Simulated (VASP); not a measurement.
# Si63Se (a cell with a defect) in VASP: notebook, part 2 of 2

VASP 6.6.1. The steps go on from the part before.

### 3 Relaxation of the atoms, PBEsol

Contents of INCAR:

```
PREC = Accurate
ENCUT = 450
EDIFF = 1E-7
ISMEAR = -1
SIGMA = 0.05
LREAL = Auto
LASPH = T
NELM = 120
ALGO = Normal
ISIF = 2
LWAVE = F
LCHARG = F
GGA = PS
IBRION = 2
NSW = 100
EDIFFG = -0.03
NELECT = 256.0
ISYM = -1
GGA_COMPAT = F
NELMIN = 4
KPAR = 1
```

Contents of KPOINTS:

```
explicit points
1
Reciprocal
  0.25000000   0.25000000   0.25000000 1
```

Contents of POSCAR:

```
Si63Se
1.0
   10.8655790000      0.0000000000      0.0000000000
    0.0000000000     10.8655790000      0.0000000000
    0.0000000000      0.0000000000     10.8655790000
Si Se
63 1
Direct
    0.9995630000      0.0025730000      0.9985230000
    0.9982420000      0.0000720000      0.4966430000
    0.9982460000      0.5017640000      0.0008760000
    0.0034890000      0.5019730000      0.4984570000
    0.4980380000      0.0002470000      0.0002410000
    0.5003230000      0.0022360000      0.4997940000
    0.4991910000      0.5011440000      0.9992880000
    0.1284270000      0.1247100000      0.1272250000
    0.1272180000      0.1259390000      0.6264420000
    0.1246650000      0.6244400000      0.1261840000
    0.1244430000      0.6265980000      0.6237690000
    0.6246040000      0.1251670000      0.1257430000
    0.6247230000      0.1227380000      0.6247660000
    0.6252840000      0.6249960000      0.1273400000
    0.6228890000      0.6215320000      0.6240630000
    0.2496530000      0.2513240000      0.9966810000
    0.2501700000      0.2500480000      0.4996380000
    0.2521340000      0.7475900000      0.9998650000
    0.2500420000      0.7515120000      0.4997670000
    0.7543430000      0.2476040000      0.0006400000
    0.7491160000      0.2521010000      0.5006960000
    0.7480810000      0.7510680000      0.0014930000
    0.7522520000      0.7500680000      0.5030210000
    0.3697370000      0.3746420000      0.1276100000
    0.3748530000      0.3762250000      0.6229930000
    0.3749010000      0.8745530000      0.1272870000
    0.3744560000      0.8743840000      0.6223150000
    0.8734910000      0.3766130000      0.1240810000
    0.8730540000      0.3753030000      0.6252350000
    0.8728390000      0.8751200000      0.1241980000
    0.8755000000      0.8735840000      0.6262040000
    0.2501140000      0.0009240000      0.2509090000
    0.2470080000      0.0011760000      0.7494000000
    0.2495530000      0.5009290000      0.2527260000
    0.2474310000      0.4998790000      0.7478140000
    0.7491000000      0.0045340000      0.2492900000
    0.7465620000      0.9999780000      0.7467990000
    0.7515760000      0.5014740000      0.2512770000
    0.7491440000      0.5033320000      0.7481320000
    0.3756510000      0.1251900000      0.3743610000
    0.3742160000      0.1235100000      0.8752250000
    0.3757110000      0.6279690000      0.3749630000
    0.3752220000      0.6238070000      0.8771820000
    0.8781930000      0.1247120000      0.3759040000
    0.8739730000      0.1254420000      0.8771140000
    0.8751220000      0.6235990000      0.3744550000
    0.8767700000      0.6241840000      0.8735380000
    0.0026910000      0.2532090000      0.2489130000
    0.9978140000      0.2474820000      0.7481980000
    0.9994990000      0.7539410000      0.2512230000
    0.0005280000      0.7542050000      0.7508790000
    0.4988220000      0.2505360000      0.2527170000
    0.5008220000      0.2514890000      0.7489620000
    0.4998090000      0.7521800000      0.2498420000
    0.4951400000      0.7499140000      0.7473390000
    0.1228290000      0.3764930000      0.3683730000
    0.1243520000      0.3727860000      0.8753330000
    0.1219010000      0.8706630000      0.3732880000
    0.1234830000      0.8758640000      0.8740520000
    0.6241470000      0.3756410000      0.3723830000
    0.6261230000      0.3744550000      0.8771140000
    0.6245620000      0.8713520000      0.3748540000
    0.6228070000      0.8751680000      0.8722110000
    0.4993890000      0.5044900000      0.4993650000
```

Potentials or basis: VASP PAW PBE potentials, release 64 (Si, Se).

Run with:

```bash
> cat potpaw_PBE.64/Si/POTCAR potpaw_PBE.64/Se/POTCAR > POTCAR
> mpirun -np 4 vasp_std > vasp.out
```

It took 21 min on 4 MPI ranks of Intel Xeon Platinum 8259CL at 2.50GHz (Skylake/Cascade Lake), shared host; peak memory 0.4 GiB.

It converged, with:

* Free energy: -377.1332 eV
* Energy gained by relaxing: 17.8 meV/atom
* Ionic steps: 14
* Largest force after relaxing: 0.022 eV/Å

Forces on the atoms (eV/Å):
```
Si  -0.003 -0.003  0.006
Si   0.008  0.004  0.004
Si   0.004 -0.003  0.006
Si   0.000 -0.003 -0.002
Si  -0.002 -0.001  0.010
Si   0.000  0.000 -0.007
Si  -0.003 -0.004  0.001
Si   0.007  0.006  0.010
Si   0.003  0.001 -0.019
Si   0.008  0.003 -0.001
Si   0.002 -0.008 -0.001
Si  -0.005  0.000  0.007
Si  -0.008  0.009 -0.004
Si  -0.003  0.002 -0.004
Si   0.004  0.007  0.003
Si   0.004  0.005 -0.016
Si  -0.002  0.006 -0.002
Si   0.004 -0.014  0.002
Si   0.002 -0.003  0.000
Si  -0.009  0.009 -0.001
Si  -0.005 -0.004  0.001
Si  -0.004 -0.012  0.007
Si  -0.003  0.006 -0.004
Si   0.005  0.001  0.002
Si  -0.008  0.005  0.002
Si   0.004 -0.003 -0.003
Si   0.015 -0.003 -0.003
Si  -0.003  0.019  0.000
Si  -0.001 -0.004 -0.006
Si  -0.005 -0.007  0.014
Si   0.004  0.003 -0.009
Si   0.006 -0.012  0.008
Si   0.004 -0.001 -0.003
Si   0.005 -0.011  0.003
Si   0.007 -0.004 -0.005
Si  -0.008  0.001  0.008
Si  -0.004 -0.003 -0.012
Si  -0.004 -0.002  0.008
Si   0.003  0.002 -0.003
Si  -0.008  0.011  0.004
Si   0.008 -0.005 -0.007
Si  -0.001  0.001 -0.002
Si   0.002  0.001 -0.007
Si  -0.009 -0.007  0.015
Si  -0.008  0.014 -0.009
Si  -0.003 -0.002  0.001
Si  -0.001 -0.003  0.003
Si  -0.013 -0.006  0.001
Si   0.010  0.013 -0.008
Si   0.006 -0.007  0.008
Si  -0.003 -0.009 -0.003
Si   0.002 -0.004  0.004
Si  -0.006 -0.004  0.003
Si  -0.006 -0.002 -0.005
Si   0.007  0.002 -0.001
Si  -0.007 -0.004 -0.003
Si   0.008  0.019 -0.007
Si   0.000 -0.008  0.011
Si   0.006 -0.004 -0.002
Si   0.007  0.002  0.003
Si  -0.007  0.012  0.001
Si  -0.002 -0.006 -0.007
Si   0.002  0.010  0.006
Se   0.000 -0.001  0.005
```

The path:
```csv
step,energy change (eV),largest force (eV/Å),pressure (GPa)
1,0.0000,2.1988,-1.93
2,-0.9309,0.6582,-2.02
3,-0.9334,0.6137,-2.01
4,-1.0681,0.2672,-2.01
5,-1.0908,0.2487,-2.00
6,-1.1227,0.0913,-1.99
7,-1.1254,0.1191,-1.98
8,-1.1339,0.0593,-1.98
9,-1.1343,0.0529,-1.98
10,-1.1368,0.0356,-1.98
11,-1.1373,0.0536,-1.98
12,-1.1393,0.0337,-1.98
13,-1.1399,0.0423,-1.98
14,-1.1409,0.0219,-1.98
```

Final structure:
```
Si Se
1.0
    10.86558    0.00000    0.00000
     0.00000   10.86558    0.00000
     0.00000    0.00000   10.86558
Si Se
63 1
Direct
  0.99958 0.00013 0.99956
  0.99970 0.00072 0.49905
  0.99972 0.49978 0.99983
  0.99988 0.50050 0.49994
  0.49899 0.00068 0.99977
  0.49975 0.00056 0.50007
  0.49980 0.50041 0.00004
  0.12423 0.12508 0.12434
  0.12453 0.12553 0.62612
  0.12438 0.62674 0.12482
  0.12363 0.62581 0.62498
  0.62577 0.12546 0.12485
  0.62509 0.12445 0.62498
  0.62493 0.62569 0.12383
  0.63347 0.63450 0.63403
  0.24847 0.24943 0.99897
  0.24777 0.24813 0.49551
  0.24932 0.75062 0.99968
  0.24825 0.75183 0.50206
  0.74998 0.24980 0.99963
  0.75087 0.24945 0.50206
  0.74994 0.75098 0.99998
  0.75182 0.75235 0.49737
  0.37385 0.37512 0.12224
  0.36666 0.36737 0.63106
  0.37403 0.87528 0.12471
  0.37453 0.87703 0.62470
  0.87459 0.37451 0.12464
  0.87594 0.37590 0.62479
  0.87490 0.87599 0.12464
  0.87572 0.87656 0.62649
  0.24855 0.99963 0.24857
  0.24924 0.00036 0.75004
  0.24750 0.49651 0.24772
  0.24821 0.50278 0.75102
  0.74988 0.00026 0.24946
  0.74995 0.00065 0.75036
  0.75091 0.50284 0.24850
  0.75162 0.49782 0.75206
  0.37425 0.12266 0.37423
  0.37391 0.12558 0.87454
  0.36667 0.63202 0.36669
  0.37470 0.62509 0.87647
  0.87466 0.12562 0.37376
  0.87503 0.12514 0.87536
  0.87607 0.62528 0.37515
  0.87576 0.62722 0.87576
  0.99928 0.24974 0.24883
  0.99885 0.24984 0.74992
  0.99895 0.75066 0.24930
  0.00021 0.75110 0.75027
  0.49497 0.24838 0.24753
  0.50240 0.24943 0.75091
  0.50249 0.75189 0.24883
  0.49625 0.75233 0.75179
  0.12258 0.37513 0.37454
  0.12414 0.37432 0.87449
  0.12426 0.87536 0.37371
  0.12495 0.87591 0.87531
  0.63072 0.36731 0.36644
  0.62483 0.37556 0.87648
  0.62492 0.87705 0.37546
  0.62582 0.87619 0.87555
  0.50141 0.50233 0.50146
```

Levels at points of the mesh, in eV from the Fermi level:
```
           k point  band 124  band 125  band 126  band 127  band 128  band 129  band 130  band 131  band 132  band 133
(0.25, 0.25, 0.25)     -0.85     -0.85     -0.79     -0.37     -0.37      0.33      0.76      0.76      0.97      1.16
```

Caveat: the cell carries a net charge on a neutralising background, which shifts energy and pressure; the cell is charged against a uniform background, so pressure and absolute levels hang on convention; the PAW data sets were made with another functional, which shifts forces and pressure a little.

### 4 Single point, r2SCAN, collinear spin

Contents of POSCAR:

```
Si63Se
1.0
   10.8655790000      0.0000000000      0.0000000000
    0.0000000000     10.8655790000      0.0000000000
    0.0000000000      0.0000000000     10.8655790000
Si Se
63 1
Direct
    0.9997400000      0.0007530000      0.9999700000
    0.9973850000      0.9982380000      0.4974940000
    0.9973520000      0.4982140000      0.9974720000
    0.0006830000      0.5014360000      0.5004870000
    0.4973620000      0.9982180000      0.9975390000
    0.5002570000      0.0020030000      0.5004810000
    0.5002550000      0.5014420000      0.0009390000
    0.1253440000      0.1260590000      0.1255660000
    0.1233010000      0.1239140000      0.6238210000
    0.1232480000      0.6243290000      0.1233800000
    0.1259260000      0.6268350000      0.6261740000
    0.6236780000      0.1239150000      0.1234150000
    0.6260840000      0.1266750000      0.6262590000
    0.6259890000      0.6268200000      0.1261170000
    0.6285170000      0.6291590000      0.6286610000
    0.2499380000      0.2506530000      0.9995520000
    0.2481740000      0.2487890000      0.4990290000
    0.2486480000      0.7498760000      0.0000970000
    0.2484500000      0.7537300000      0.5016250000
    0.7493340000      0.2491830000      0.0001770000
    0.7529880000      0.2490150000      0.5015720000
    0.7497660000      0.7505130000      0.9992550000
    0.7490820000      0.7497870000      0.4968510000
    0.3752870000      0.3762980000      0.1252250000
    0.3653730000      0.3659370000      0.6391200000
    0.3742980000      0.8753880000      0.1249450000
    0.3749390000      0.8780430000      0.6256130000
    0.8744950000      0.3752310000      0.1249710000
    0.8768490000      0.3758920000      0.6256130000
    0.8749880000      0.8759940000      0.1251050000
    0.8736840000      0.8746130000      0.6254330000
    0.2498060000      0.0002570000      0.2499270000
    0.2485440000      0.0013190000      0.7495260000
    0.2481380000      0.5001390000      0.2482870000
    0.2482520000      0.5023440000      0.7527340000
    0.7493250000      0.0013290000      0.2487100000
    0.7496540000      0.0000450000      0.7497960000
    0.7526220000      0.5023590000      0.2483780000
    0.7490360000      0.4978770000      0.7492040000
    0.3751850000      0.1254480000      0.3753630000
    0.3743870000      0.1254160000      0.8749630000
    0.3652590000      0.6398510000      0.3654510000
    0.3749210000      0.6257770000      0.8768820000
    0.8747660000      0.1254090000      0.3745630000
    0.8749870000      0.1252680000      0.8751990000
    0.8766980000      0.6257940000      0.3751030000
    0.8737630000      0.6259250000      0.8739880000
    0.9992990000      0.2507190000      0.2501140000
    0.9999900000      0.2491570000      0.7495190000
    0.9999190000      0.7498820000      0.2487960000
    0.9990030000      0.7505150000      0.7499710000
    0.4988680000      0.2487730000      0.2483450000
    0.5013790000      0.2490670000      0.7531750000
    0.5014350000      0.7537650000      0.2486460000
    0.4966440000      0.7497720000      0.7492350000
    0.1250530000      0.3763330000      0.3754590000
    0.1248930000      0.3751760000      0.8746490000
    0.1248310000      0.8753910000      0.3744440000
    0.1249160000      0.8759880000      0.8752000000
    0.6390400000      0.3659350000      0.3655130000
    0.6254420000      0.3759360000      0.8770670000
    0.6254600000      0.8780540000      0.3751550000
    0.6253280000      0.8745850000      0.8738310000
    0.4957740000      0.4978180000      0.4960650000
```

Contents of INCAR.step1:

```
SYSTEM = Si63Se
ALGO = Normal
EDIFF = 1E-5
ENCUT = 440
GGA = PE
GGA_COMPAT = .False.
ISMEAR = -1
ISPIN = 2
ISYM = -1
KPAR = 1
LASPH = .True.
LCHARG = .False.
LREAL = Auto
LWAVE = .True.
MAGMOM = 0 0 0 0 0 0 0 0 0 0 0 0 0 0 0.2 0 0 0 0 0 0 0 0 0 0.2 0 0 0 0 0 0 0 0 0 0 0 0 0 0 0 0 0.2 0 0 0 0 0 0 0 0 0 0 0 0 0 0 0 0 0 0.2 0 0 0 0.2
NBANDS = 171
NELECT = 259.0
NELM = 200
PREC = Accurate
SIGMA = 0.05
```

Contents of INCAR.step2:

```
SYSTEM = Si63Se
ALGO = Normal
EDIFF = 1E-6
ENCUT = 440
GGA_COMPAT = .False.
ISIF = 2
ISMEAR = -1
ISPIN = 2
ISTART = 1
ISYM = -1
KPAR = 1
LASPH = .True.
LCHARG = .False.
LMIXTAU = .True.
LORBIT = 11
LREAL = Auto
LWAVE = .False.
MAGMOM = 0 0 0 0 0 0 0 0 0 0 0 0 0 0 0.2 0 0 0 0 0 0 0 0 0 0.2 0 0 0 0 0 0 0 0 0 0 0 0 0 0 0 0 0.2 0 0 0 0 0 0 0 0 0 0 0 0 0 0 0 0 0 0.2 0 0 0 0.2
METAGGA = R2SCAN
NBANDS = 171
NELECT = 259.0
NELM = 200
PREC = Accurate
SIGMA = 0.05
```

KPOINTS is that of step 3.

Run with:

```bash
> cat potpaw_PBE.64/Si/POTCAR potpaw_PBE.64/Se/POTCAR > POTCAR
> cp INCAR.step1 INCAR
> mpirun -np 4 vasp_std > vasp.out
> cp INCAR.step2 INCAR
> mpirun -np 4 vasp_std > vasp.out
```

Wall time 12 min (4 MPI ranks of Intel Xeon Platinum 8259CL at 2.50GHz (Skylake/Cascade Lake), shared host); peak memory 0.59 GiB.

The run converged. Its results:

- Free energy: -559.0346 eV
- Largest force: 0.093 eV/Å
- Net moment: 0.00 μB per cell
- Valence electrons inside the program's atomic spheres: Si 1.71, 1.72, 1.67, 1.68 (each value once); Se 3.87

Forces on the atoms (eV/Å):
```
Si   0.021 -0.025  0.018
Si   0.035 -0.009  0.018
Si   0.032 -0.019  0.029
Si   0.029 -0.030  0.021
Si   0.020 -0.008  0.029
Si   0.025 -0.028  0.022
Si   0.025 -0.031  0.020
Si  -0.015  0.027 -0.014
Si  -0.024  0.022 -0.029
Si  -0.021  0.011 -0.017
Si  -0.020  0.020 -0.017
Si  -0.034  0.023 -0.018
Si  -0.020  0.021 -0.015
Si  -0.020  0.022 -0.015
Si  -0.022  0.038 -0.017
Si  -0.008  0.007  0.023
Si   0.002  0.018  0.051
Si  -0.007  0.009  0.026
Si   0.008 -0.018 -0.037
Si  -0.011  0.017  0.023
Si  -0.029  0.027 -0.030
Si  -0.009  0.003  0.013
Si  -0.011  0.007  0.041
Si   0.007 -0.008 -0.010
Si  -0.045 -0.022  0.051
Si   0.025  0.005 -0.028
Si   0.002 -0.027 -0.022
Si   0.014  0.011 -0.028
Si  -0.003 -0.013 -0.024
Si   0.006 -0.007 -0.024
Si   0.009 -0.004 -0.029
Si  -0.006 -0.017 -0.003
Si   0.005 -0.023 -0.003
Si   0.008  0.013  0.009
Si   0.024 -0.082 -0.022
Si  -0.001 -0.022  0.006
Si  -0.004 -0.026 -0.003
Si  -0.025 -0.081  0.027
Si  -0.002 -0.007  0.000
Si   0.000  0.032 -0.002
Si   0.025  0.012  0.003
Si  -0.027  0.084 -0.029
Si  -0.009  0.020 -0.011
Si   0.003  0.013  0.022
Si   0.003  0.019  0.000
Si  -0.008  0.022 -0.010
Si   0.003  0.007  0.001
Si   0.027  0.005 -0.007
Si   0.026  0.017 -0.012
Si   0.028  0.008 -0.004
Si   0.017  0.005 -0.009
Si   0.056  0.019  0.002
Si  -0.026  0.023 -0.030
Si  -0.033 -0.021  0.008
Si   0.047  0.008 -0.010
Si  -0.015 -0.007  0.008
Si  -0.032  0.013  0.013
Si  -0.032  0.004  0.024
Si  -0.026 -0.004  0.006
Si   0.044 -0.023 -0.043
Si  -0.029 -0.013 -0.005
Si  -0.027 -0.025  0.001
Si  -0.036 -0.004  0.008
Se   0.063 -0.008  0.054
```

Levels at points of the mesh, in eV from the Fermi level:
Spin up:
```tsv
k point	band 127	band 128	band 129	band 130	band 131	band 132
(0.25, 0.25, 0.25)	-1.44	-1.43	-0.42	0.05	0.06	0.27
```
Spin down:
```csv
k point,band 125,band 126,band 127,band 128,band 129,band 130,band 131,band 132,band 133,band 134
"(0.25, 0.25, 0.25)",-1.96,-1.90,-1.44,-1.43,-0.42,0.05,0.06,0.27,0.43,0.44
```

Caveat: the cell carries a net charge on a neutralising background, which shifts energy and pressure; the cell is charged against a uniform background, so pressure and absolute levels hang on convention; the PAW data sets were made with another functional, which shifts forces and pressure a little.
